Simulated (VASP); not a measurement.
Input of a VASP 6.6.1 run:

The input INCAR:

```
SYSTEM = Te2Mo
PREC     = Accurate       ! precision mode
ENCUT    = 520            ! plane-wave cutoff, eV
EDIFF    = 1E-6           ! SCF threshold, eV
ISMEAR   = 0              ! smearing method
SIGMA    = 0.014          ! smearing width, eV
LREAL    = .False.        ! projectors in reciprocal space
LASPH    = .True.         ! aspherical terms in the spheres
NELM     = 100            ! most SCF steps
ALGO     = Normal         ! electronic algorithm
ISIF     = 2              ! what is computed and relaxed
LWAVE    = .False.        ! write WAVECAR
LCHARG   = .False.        ! write CHGCAR
GGA      = PE             ! functional
NBANDS   = 64             ! bands
```

Contents of KPOINTS:

```
Automatic mesh
0
Gamma
  9 9 1
  0 0 0
```

The input POSCAR:

```
Te2Mo
1.0
    3.5613831954      0.0000000000      0.0000000000
   -1.7806915977      3.0842483198      0.0000000000
    0.0000000000      0.0000000000     38.9902681400
Te Mo
8 4
Direct
    0.3333333333      0.6666666667      0.3282231700
    0.3333333333      0.6666666667      0.9518180900
    0.6666666667      0.3333333333      0.1400809200
    0.6666666667      0.3333333333      0.7636306700
    0.6666666667      0.3333333333      0.0481819100
    0.6666666667      0.3333333333      0.6717768300
    0.3333333333      0.6666666667      0.2363693300
    0.3333333333      0.6666666667      0.8599190800
    0.6666666667      0.3333333333      0.2823380000
    0.6666666667      0.3333333333      0.9058588400
    0.3333333333      0.6666666667      0.0941411600
    0.3333333333      0.6666666667      0.7176620000
```

Potentials or basis: VASP PAW PBE potentials, release 64 (Te, Mo_sv).

The run is started by

```console
$ cat potpaw_PBE.64/Te/POTCAR potpaw_PBE.64/Mo_sv/POTCAR > POTCAR
$ mpirun -np 1 vasp_std > vasp.out
```

**Question.** Estimate the band gap on the k mesh.

**Answer.** 0.99 eV, indirect (least direct gap 1.00 eV).

**Question.** What does it give for the largest force?

**Answer.** 0.231 eV/Å.

Forces on the atoms (eV/Å):
```
Te   0.000  0.000  0.231
Te   0.000  0.000  0.193
Te   0.000  0.000  0.202
Te   0.000  0.000  0.194
Te   0.000  0.000 -0.193
Te   0.000  0.000 -0.231
Te   0.000  0.000 -0.194
Te   0.000  0.000 -0.202
Mo   0.000  0.000 -0.012
Mo   0.000  0.000  0.008
Mo   0.000  0.000 -0.008
Mo   0.000  0.000  0.012
```

Caveat: spin-orbit coupling is left out, which moves the levels of the heavy elements.
